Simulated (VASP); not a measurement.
A run of VASP 6.6.1 is set up as follows.

Contents of INCAR:

```
PREC = Accurate
ENCUT = 520
EDIFF = 1E-7
ISMEAR = 0
SIGMA = 0.027000000000000003
LREAL = F
LASPH = T
NELM = 150
ALGO = Normal
ISIF = 2
LWAVE = F
LCHARG = F
ISPIN = 2
MAGMOM = 1 0
LORBIT = 11
LMAXMIX = 4
GGA = PE
NBANDS = 18
```

The input KPOINTS:

```
Automatic mesh
0
Gamma
  9 9 9
```

Contents of POSCAR:

```
AlNi
1.0
    2.8810000000      0.0000000000      0.0000000000
    0.0000000000      2.8810000000      0.0000000000
    0.0000000000      0.0000000000      2.8810000000
Ni Al
1 1
Direct
    0.5000000000      0.5000000000      0.5000000000
    0.0000000000      0.0000000000      0.0000000000
```

Potentials or basis: VASP PAW PBE potentials, release 64 (Ni, Al).

Command:

```bash
$ cat potpaw_PBE.64/Ni/POTCAR potpaw_PBE.64/Al/POTCAR > POTCAR
$ mpirun -np 1 vasp_std > vasp.out
```

Predict the pressure.

1.9 GPa.

Predict the net moment.

0.00 μB per cell.
